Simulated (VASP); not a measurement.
Wanted: the native input for a VASP 6.6.1 run.

```yaml
Task: relaxation of cell and atoms
Functional: PBE
Potentials_or_basis: VASP PAW PBE potentials, release 64 (Li_sv, Pd, C)
Cutoff: 600 eV
k_mesh: 12 × 12 × 8
Occupations: fermi-dirac, width 0.15 eV
Spin: no spin polarisation
Dipole_correction: no
Further_INCAR_settings: ALGO = Normal; EDIFF = 1e-06; IBRION = 2; EDIFFG = -0.001; NSW = 80; ISIF = 3
```

The structure of Li2PdC2 lies in POSCAR:

```
Li2PdC2
1.0
    3.8302139234      0.0000000000      0.0000000000
   -1.9151069617      3.3170625596      0.0000000000
    0.0000000000      0.0000000000      5.2645438762
Li Pd C
2 1 2
Direct
    0.6666666667      0.3333333333      0.7053713920
    0.3333333333      0.6666666667      0.2946286080
    0.0000000000      0.0000000000      0.0000000000
    0.0000000000      0.0000000000      0.6200947250
    0.0000000000      0.0000000000      0.3799052750
```

The input as run:

INCAR

```
  ALGO = Normal
  EDIFF = 1E-6
  EDIFFG = -0.001
  ENCUT = 600
  GGA = PE
  IBRION = 2
  ISIF = 3
  ISMEAR = -1
  LASPH = T
  LCHARG = F
  LREAL = F
  LWAVE = F
  NELM = 80
  NSW = 80
  PREC = Accurate
  SIGMA = 0.15
```

KPOINTS

```
k-points
0
Gamma
  12 12 8
```

Potentials or basis: VASP PAW PBE potentials, release 64 (Li_sv, Pd, C).

The run is started by

```bash
$ cat potpaw_PBE.64/Li_sv/POTCAR potpaw_PBE.64/Pd/POTCAR potpaw_PBE.64/C/POTCAR > POTCAR
$ mpirun -np 1 vasp_std > vasp.out
```

It gave:

```
Relaxed volume                         : 13.29 Å³/atom
Relaxed cell                           : a = 3.818 Å, b = 3.818 Å, c = 5.262 Å, α = 90.00°, β = 90.00°, γ = 120.00°
Space group after relaxing (to 0.05 Å) : P-3m1 (No. 164)
Energy gained by relaxing              : 0.1 meV/atom
Ionic steps                            : 53
Pressure after relaxing                : 0.0 GPa
Band gap on the k mesh                 : zero (filled and empty bands overlap)
```

Caveat: the cutoff is under 1.25 times the usual one of these potentials, so pressure, stress and relaxed cells hold a basis-set (Pulay) error.

Wall time 17 min on 1 thread of Intel(R) Xeon(R) 6975P-C (Granite Rapids), on a shared host, peak memory 0.35 GiB.
